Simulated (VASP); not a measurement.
K3NaS2, 18 atoms in the cell. The typed cell holds 18 atoms: a = 8.940 Å, b = 8.940 Å, c = 9.080 Å, α = 60.51°, β = 60.51°, γ = 60.00°.  This cell differs from its parent crystal: dynamics (nvt langevin) at 1200 K, volume x 1.04, from the last frame before.

* Program: VASP 6.6.1
* Task: single point
* Functional: PBEsol
* Potentials or basis: VASP PAW PBE potentials, release 64 (K_sv, Na_pv, S)
* Cutoff: 520 eV
* k mesh: 2 × 2 × 2, shifted
* Occupations: fermi-dirac, width 0.1034 eV
* Spin: no spin polarisation
* Dipole correction: no
* Further INCAR settings: LREAL = Auto; ALGO = Normal; EDIFF = 1e-06; NBANDS = 84

Potentials or basis: VASP PAW PBE potentials, release 64 (K_sv, Na_pv, S).

The run is started by

```console
$ cat potpaw_PBE.64/K_sv/POTCAR potpaw_PBE.64/Na_pv/POTCAR potpaw_PBE.64/S/POTCAR > POTCAR
$ mpirun -np 1 vasp_std > vasp.out
```

Hardware: 1 thread of Intel(R) Xeon(R) Platinum 8375C CPU @ 2.90GHz (Ice Lake), with other jobs on the host.

Problem. How long does it take, and how much memory?

Solution. It took 22 min on 1 thread of Intel(R) Xeon(R) Platinum 8375C CPU @ 2.90GHz (Ice Lake) (shared host), peak memory 0.86 GiB. Counts: scf iterations 16, k points 12.
